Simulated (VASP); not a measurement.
# Si2S in VASP: single point with r2SCAN

Aim: the single point of Si2S with r2SCAN.

Program: VASP 6.6.1. These are calculated values, not measurements. Logs are shortened: lines on timing, memory, paths and dates and some standing lists are left out, and cuts for length are marked.

**1. The cell of the first run**

The typed cell holds 3 atoms: a = 3.487 Å, b = 3.487 Å, c = 4.430 Å, α = 90.00°, β = 90.00°, γ = 60.00°.

**2. Single point, r2SCAN**

File POSCAR:

```
Si2S
1.0
    1.7433390000      3.0195510000      0.0000000000
   -1.7433390000      3.0195510000      0.0000000000
    0.0000000000      0.0000000000      4.4301920000
S Si
1 2
Direct
    0.0000000000      0.0000000000      0.0000000000
    0.3333000000      0.3334000000      0.2500000000
    0.6667000000      0.6666000000      0.7500000000
```

File INCAR.step1:

```
SYSTEM = Si2S
PREC = Accurate
ENCUT = 520
ISMEAR = -1
SIGMA = 0.1
LREAL = .False.
LASPH = .True.
NELM = 80
NBANDS = 14
GGA = PE
ALGO = Normal
EDIFF = 1E-4
LWAVE = .True.
LCHARG = .False.
```

File INCAR.step2:

```
SYSTEM = Si2S
PREC = Accurate
ENCUT = 520
EDIFF = 1E-6
ISMEAR = -1
SIGMA = 0.1
LREAL = .False.
LASPH = .True.
NELM = 80
ALGO = Normal
ISIF = 2
LWAVE = .False.
LCHARG = .False.
METAGGA = R2SCAN
LMIXTAU = .True.
NBANDS = 14
ISTART = 1
```

File KPOINTS:

```
regular mesh
0
Gamma
  11 11 8
  0 0 0
```

Potentials or basis: VASP PAW PBE potentials, release 64 (S, Si).

On the command line:

```console
$ cat potpaw_PBE.64/S/POTCAR potpaw_PBE.64/Si/POTCAR > POTCAR
$ cp INCAR.step1 INCAR
$ mpirun -np 1 vasp_std > vasp.out
$ cp INCAR.step2 INCAR
$ mpirun -np 1 vasp_std > vasp.out
```

OUTCAR:

```text
SYSTEM = Si2S
   PREC = Accurate
   ENCUT = 520
   EDIFF = 1E-6
   ISMEAR = -1
   LREAL = .False.
   LASPH = .True.
   NELM = 80
   ISIF = 2
   METAGGA = R2SCAN
   ISTART = 1

 ion  position               nearest neighbor table
   1  0.000  0.000  0.000-   3 2.30   2 2.30   3 2.30   2 2.30   3 2.30   2 2.30
   2  0.333  0.333  0.250-   1 2.30   1 2.30   1 2.30   3 2.99   3 2.99   3 2.99   3 2.99   3 2.99
                             3 2.99
   3  0.667  0.667  0.750-   1 2.30   1 2.30   1 2.30   2 2.99   2 2.99   2 2.99   2 2.99   2 2.99
                             2 2.99

  LATTYP: Found a hexagonal cell.
 ALAT       =     3.4866773740
 C/A-ratio  =     1.2706056583

  Lattice vectors:

 A1 = (   1.7433390000,  -3.0195510000,   0.0000000000)
 A2 = (   1.7433390000,   3.0195510000,   0.0000000000)
 A3 = (   0.0000000000,   0.0000000000,   4.4301920000)

Analysis of symmetry for initial positions (statically):
=====================================================================
 Subroutine PRICEL returns:
 Original cell was already a primitive cell.

 Routine SETGRP: Setting up the symmetry group for a
 hexagonal supercell.

 Subroutine GETGRP returns: Found  4 space group operations
 (whereof  4 operations were pure point group operations)
 out of a pool of 24 trial point group operations.

The static configuration has the point symmetry C_2h.

Analysis of symmetry for dynamics (positions and initial velocities):
=====================================================================
 Subroutine PRICEL returns:
 Original cell was already a primitive cell.

 Routine SETGRP: Setting up the symmetry group for a
 hexagonal supercell.

 Subroutine GETGRP returns: Found  4 space group operations
 (whereof  4 operations were pure point group operations)
 out of a pool of 24 trial point group operations.

The dynamic configuration has the point symmetry C_2h.

 Subroutine INISYM returns: Found  4 space group operations
 (whereof  4 operations are pure point group operations),
 and found     1 'primitive' translations

----------------------------------------------------------------------------------------

                                     Primitive cell

  volume of cell :      46.6420

  direct lattice vectors                    reciprocal lattice vectors
     1.743339000  3.019551000  0.000000000     0.286805951  0.165587533  0.000000000
    -1.743339000  3.019551000  0.000000000    -0.286805951  0.165587533  0.000000000
     0.000000000  0.000000000  4.430192000     0.000000000  0.000000000  0.225723851

  length of vectors
     3.486677374  3.486677374  4.430192000     0.331175006  0.331175006  0.225723851

  position of ions in fractional coordinates (direct lattice)
     0.000000000  0.000000000  0.000000000
     0.333300000  0.333400000  0.250000000
     0.666700000  0.666600000  0.750000000

  ion indices of the primitive-cell ions
   primitive index   ion index
                 1           1
                 2           2
                 3           3

----------------------------------------------------------------------------------------

 KPOINTS: regular mesh

Automatic generation of k-mesh.
 Grid dimensions read from file:
 generate k-points for:   11   11    8

 Generating k-lattice:

  Cartesian coordinates                     Fractional coordinates (reciprocal lattice)
     0.026073268  0.015053412  0.000000000     0.090909091 -0.000000000  0.000000000
    -0.026073268  0.015053412  0.000000000    -0.000000000  0.090909091  0.000000000
     0.000000000  0.000000000  0.028215481     0.000000000  0.000000000  0.125000000

  Length of vectors
     0.030106819  0.030106819  0.028215481

  Shift w.r.t. Gamma in fractional coordinates (k-lattice)
     0.000000000  0.000000000  0.000000000

 Subroutine IBZKPT returns following result:
 ===========================================

 Found    270 irreducible k-points:

 Following reciprocal coordinates:
            Coordinates               Weight
  0.000000  0.000000  0.000000      1.000000
  0.090909  0.000000  0.000000      4.000000
  0.000000  0.090909  0.000000      2.000000
  0.181818  0.000000  0.000000      4.000000
  0.000000  0.181818  0.000000      2.000000
  0.272727 -0.000000  0.000000      4.000000
[... 16 lines left out ...]
 -0.454545  0.090909  0.000000      4.000000
 -0.090909  0.454545  0.000000      2.000000
 [... further k-points ...]
   k-points           NKPTS =    270   k-points in BZ     NKDIM =    270   number of bands    NBANDS=     14
   number of dos      NEDOS =    301   number of ions     NIONS =      3
   total plane-waves  NPLWV =  28224
   dimension x,y,z NGX =    28 NGY =   28 NGZ =   36
   dimension x,y,z NGXF=    56 NGYF=   56 NGZF=   72
   ions per type =               1   2
   NGX,Y,Z   is equivalent  to a cutoff of  13.35, 13.35, 13.51 a.u.
   NGXF,Y,Z  is equivalent  to a cutoff of  26.70, 26.70, 27.02 a.u.
 SYSTEM =  Si2S
   PREC   = accura    normal or accurate (medium, high low for compatibility)
   ISTART =      1    job   : 0-new  1-cont  2-samecut
   ICHARG =      0    charge: 1-file 2-atom 10-const
   ISPIN  =      1    spin polarized calculation?
   LNONCOLLINEAR =      F non collinear calculations
   LSORBIT =      F    spin-orbit coupling
   LASPH  =      T    aspherical Exc in radial PAW
   ENCUT  =  520.0 eV  38.22 Ry    6.18 a.u.   6.48  6.48  8.24*2*pi/ulx,y,z
   NELM   =     80;   NELMIN=  2; NELMDL=  0     # of ELM steps
   EDIFF  = 0.1E-05   stopping-criterion for ELM
   LREAL  =      F    real-space projection
   EDIFFG = 0.1E-04   stopping-criterion for IOM
   NSW    =      0    number of steps for IOM
   IBRION =     -1    ionic relax: 0-MD 1-quasi-New 2-CG
   NFREE  =      0    steps in history (QN), initial steepest desc. (CG)
   ISIF   =      2    stress and relaxation
   ISYM   =      2    0-nonsym 1-usesym 2-fastsym
   POTIM  = 0.5000    time-step for ionic-motion
   TEBEG  =    0.0;   TEEND  =   0.0 temperature during run
   PSTRESS=    0.0 pullay stress
   NELECT =      14.0000    total number of electrons
   NUPDOWN=      -1.0000    fix difference up-down
   EMIN   =  10.00;   EMAX   =-10.00  energy-range for DOS
   EFERMI =   0.00;   METHOD = LEGACY
   ISMEAR =    -1;   SIGMA  =   0.10  broadening in eV -4-tet -1-fermi 0-gaus
   EFERMI_NEDOS =   21; number of points for ismear=-14 and -15
   IALGO  =     38    algorithm
   IMIX   =      4    mixing-type and parameters
     AMIX     =   0.40;   BMIX     =  1.00
     AMIX_MAG =   1.60;   BMIX_MAG =  1.00
  volume/ion in A,a.u.               =      15.55       104.92
  Fermi-wavevector in a.u.,A,eV,Ry     =   1.096121  2.071369 16.347152  1.201482
  Thomas-Fermi vector in A             =   2.232457
   LORBIT       =      0    0 simple, 1 ext, 2 COOP (PROOUT), +10 PAW based schemes
   METAGGA = R2SCAN    functional components
   LHFCALC =     F    Hartree Fock is set to
   AEXX    =    0.0000 exact exchange contribution
   IVDW    =     0    specifies the selected vdW correction
   LEPSILON=     F    determine dielectric tensor
   LRPA    =     F    only Hartree local field effects (RPA)
 non-spin polarized calculation
  energy-cutoff  :      520.00
  volume of cell :       46.64
 maximum number of plane-waves:      1282
 NGX is ok and might be reduce to    28
   NGX = 13   NGY = 13   NGZ = 17

 number of electron      14.0000001 magnetization

 Free energy of the ion-electron system (eV)
  ---------------------------------------------------
  ext. energy  EPLUGINS =         0.00000000
  ---------------------------------------------------
  free energy    TOTEN  =       -22.54166902 eV

  energy without entropy =      -22.48931003  energy(sigma->0) =      -22.51548952

 E-fermi :   9.4303     XC(G=0): -11.3788

 val. band max:        9.4175450672   @ k =   0.0909  -0.3636   0.1250
 cond. band min:       9.4711898915   @ k =   0.4545   0.4545   0.3750
 fundamental gap:      0.0536448243
 Fermi energy:         9.4302803085

 k-point     1 :       0.0000    0.0000    0.0000
  band No.  band energies     occupation
      1      -9.6299      2.00000
      2       0.1016      2.00000
      3       1.7063      2.00000
      4       3.7370      2.00000
      5       3.7386      2.00000
      6       8.3014      1.99997
      7       8.8837      1.99158
      8       8.8847      1.99149
      9      12.0724      0.00000
     10      15.2688      0.00000
     11      16.1234      0.00000
     12      16.1235      0.00000
     13      16.1241      0.00000
     14      16.1246      0.00000

 k-point     2 :       0.0909    0.0000    0.0000
  band No.  band energies     occupation
      1      -9.5225      2.00000
      2       0.2053      2.00000
      3       1.5720      2.00000
      4       3.2349      2.00000
      5       3.5294      2.00000
      6       8.1788      1.99999
      7       9.1461      1.88980
      8       9.2495      1.71823
      9      12.5451      0.00000
     10      14.3731      0.00000
     11      15.0435      0.00000
     12      15.0448      0.00000
     13      16.4787      0.00000
     14      16.8150      0.00000

 k-point     3 :       0.0000    0.0909    0.0000
  band No.  band energies     occupation
      1      -9.5225      2.00000
      2       0.2054      2.00000
      3       1.5718      2.00000
      4       3.2340      2.00000
      5       3.5305      2.00000
      6       8.1795      1.99999
      7       9.1460      1.88988
      8       9.2489      1.71965
      9      12.5454      0.00000
     10      14.3714      0.00000
     11      15.0446      0.00000
     12      15.0447      0.00000
     13      16.4800      0.00000
     14      16.8152      0.00000

 k-point     4 :       0.1818    0.0000    0.0000
  band No.  band energies     occupation
      1      -9.2090      2.00000
      2       0.4298      2.00000
      3       0.7630      2.00000
      4       2.9590      2.00000
      5       3.0670      2.00000
      6       7.1049      2.00000
      7      10.1173      0.00207
      8      10.5160      0.00004
      9      11.9449      0.00000
     10      13.1770      0.00000
     11      14.1652      0.00000
     12      14.7760      0.00000
     13      16.3401      0.00000
     14      16.5136      0.00000

 k-point     5 :       0.0000    0.1818    0.0000
  band No.  band energies     occupation
      1      -9.2090      2.00000
      2       0.4302      2.00000
      3       0.7619      2.00000
      4       2.9587      2.00000
      5       3.0679      2.00000
      6       7.1054      2.00000
      7      10.1171      0.00208
      8      10.5166      0.00004
      9      11.9446      0.00000
     10      13.1770      0.00000
     11      14.1650      0.00000
[... 276 lines left out ...]
 k-point    22 :      -0.0909    0.3636    0.0000
  band No.  band energies     occupation
      1      -7.8254      2.00000
      2      -2.5572      2.00000
      3       1.1880      2.00000
      4       2.1948      2.00000
      5       4.4722      2.00000
      6       5.6215      2.00000
      7       8.1625      1.99999
      8       9.5191      0.58289
      9      10.8082      0.00000
     10      12.1797      0.00000
     11      15.1396      0.00000
     12      15.4602      0.00000
     13      16.6442      0.00000
     14      19.0408      0.00000

 k-point    23 :      -0.4545    0.0909    0.0000
  band No.  band energies     occupation
      1      -7.5695      2.00000
      2      -3.0024      2.00000
      3       1.1116      2.00000
      4       2.4722      2.00000
      5       4.5298      2.00000
      6       5.7443      2.00000
      7       7.4055      2.00000
      8       9.2414      1.73725
      9      10.7664      0.00000
     10      12.1179      0.00000
     11      15.2429      0.00000
     12      16.2142      0.00000
     13      16.8915      0.00000
     14      19.3322      0.00000

 k-point    24 :      -0.0909    0.4545    0.0000
  band No.  band energies     occupation
      1      -7.5692      2.00000
      2      -3.0034      2.00000
      3       1.1122      2.00000
      4       2.4723      2.00000
      5       4.5300      2.00000
      6       5.7432      2.00000
      7       7.4060      2.00000
      8       9.2427      1.73435
      9      10.7671      0.00000
     10      12.1175      0.00000
     11      15.2434      0.00000
     12      16.2133      0.00000
     13      16.8909      0.00000
     14      19.3320      0.00000

 [... further k-points ...]

------------------------ aborting loop because EDIFF is reached ----------------------------------------

  FORCE on cell =-STRESS in cart. coord.  units (eV):
  Direction    XX          YY          ZZ          XY          YZ          ZX
  --------------------------------------------------------------------------------------
  -------------------------------------------------------------------------------------
  Total        5.4681590      5.4649932      1.2514004     -0.0027394     -0.0007853      0.0013602
  in kB      187.8343242    187.7255770     42.9863058     -0.0941000     -0.0269752      0.0467228
  external PRESSURE =     139.5154024 kB  Pullay stress =       0.0000000 kB

 VOLUME and BASIS-vectors are now :
 -----------------------------------------------------------------------------
  energy-cutoff  :      520.00
  volume of cell :       46.64
      direct lattice vectors                 reciprocal lattice vectors
     1.743339000  3.019551000  0.000000000     0.286805951  0.165587533  0.000000000
    -1.743339000  3.019551000  0.000000000    -0.286805951  0.165587533  0.000000000
     0.000000000  0.000000000  4.430192000     0.000000000  0.000000000  0.225723851

 POSITION                                       TOTAL-FORCE (eV/Angst)
 -----------------------------------------------------------------------------------
      0.00000      0.00000      0.00000         0.000000      0.000000      0.000000
     -0.00017      2.01313      1.10755         0.000623     -0.000360      3.123962
      0.00017      4.02597      3.32264        -0.000623      0.000360     -3.123962
 -----------------------------------------------------------------------------------
    total drift:                               -0.000000     -0.000000     -0.000000

  FREE ENERGIE OF THE ION-ELECTRON SYSTEM (eV)
  ---------------------------------------------------
  free  energy   TOTEN  =       -22.5416690166 eV

  energy  without entropy=      -22.4893100265  energy(sigma->0) =      -22.51548952
```

It took 12 min on 1 thread of Intel Xeon 8259CL, shared host; peak memory 0.28 GiB.

Results:

```yaml
Free_energy: -22.5417 eV
Pressure: 14.0 GPa
Largest_force: 3.124 eV/Å
Band_gap_on_the_k_mesh: zero (bands 7 and 8 overlap by 2.62 eV)
```

Forces in eV/Å, atoms in the order of the input:
```
S    0.000  0.000  0.000
Si   0.001  0.000  3.124
Si  -0.001  0.000 -3.124
```

Stress tensor (GPa, compression positive):
```
18.78 -0.01  0.00
-0.01 18.77  0.00
 0.00  0.00  4.30
```

Caveat: the cell stands under pressure; the PAW data sets were made with another functional, which shifts forces and pressure a little.
